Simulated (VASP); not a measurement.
## BiTe: single point with PBE

The system is BiTe.

```xyz
2
Lattice="0.0000 3.2350 3.1272 3.2350 0.0000 3.1272 3.2350 3.2350 0.0000" Properties=species:S:1:pos:R:3 pbc="T T T"
Bi    0.0000    0.0000    0.0000
Te    3.2350    3.2350    3.1272
```

```json
{"Program": "VASP 6.6.1", "Task": "single point", "Functional": "PBE", "Potentials or basis": "VASP PAW PBE potentials, release 64 (Bi_d, Te)", "Cutoff": "520 eV", "k mesh": "9 × 9 × 9", "Occupations": "fermi-dirac, width 0.1 eV", "Spin": "no spin polarisation"}
```

```json
{
 "Pressure": "2.7 GPa"
}
```

Stress tensor (GPa, compression positive):
```
1.61 0.00 0.00
0.00 1.61 0.00
0.00 0.00 4.90
```

Levels at points of the mesh, in eV from the Fermi level:
```csv
k point,band 6,band 7,band 8,band 9,band 10,band 11,band 12,band 13,band 14,band 15
"(0.00, 0.00, 0.00)",-13.78,-8.00,-2.96,-2.49,-2.49,1.95,1.95,2.78,4.53,4.53
```

Run time: 69 s on 1 thread of Intel(R) Xeon(R) Platinum 8259CL CPU @ 2.50GHz (Skylake/Cascade Lake), on a shared host, peak memory 0.25 GiB.

Caveat: spin-orbit coupling is left out, which moves the levels of the heavy elements.
